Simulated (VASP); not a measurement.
Here is a VASP 6.6.1 calculation.

INCAR

```
SYSTEM = C
ALGO = Normal ; EDIFF = 1E-6
ENCUT = 520 ; GGA = PE
ISIF = 2 ; ISMEAR = 0
IVDW = 12 ; LASPH = .True.
LCHARG = .False. ; LREAL = .False.
LWAVE = .False. ; NBANDS = 11
NELM = 100 ; PREC = Accurate
SIGMA = 0.05
```

KPOINTS

```
k-points
0
Gamma
  15 15 15
  0 0 0
```

The input POSCAR:

```
C
1.0
    1.2963871249      0.7484694555      3.0033301042
   -1.2963871249      0.7484694555      3.0033301042
    0.0000000000     -1.4969389110      3.0033301042
C
2
Direct
    0.1640000000      0.1640000000      0.1640000000
    0.8360000000      0.8360000000      0.8360000000
```

Potentials or basis: VASP PAW PBE potentials, release 64 (C).

The run is started by

```console
$ cat potpaw_PBE.64/C/POTCAR > POTCAR
$ mpirun -np 1 vasp_std > vasp.out
```

Estimate the band gap on the k mesh.

0.41 eV, direct.

Predict the pressure.

-36.2 GPa.

Predict the largest force.

0.656 eV/Å.

What does it give for the dispersion energy per atom?

-0.169 eV.

Stress tensor (GPa, compression positive):
```
-57.66   0.00   0.00
  0.00 -57.66   0.00
  0.00   0.00   6.75
```

 A k mesh can miss the band edges.
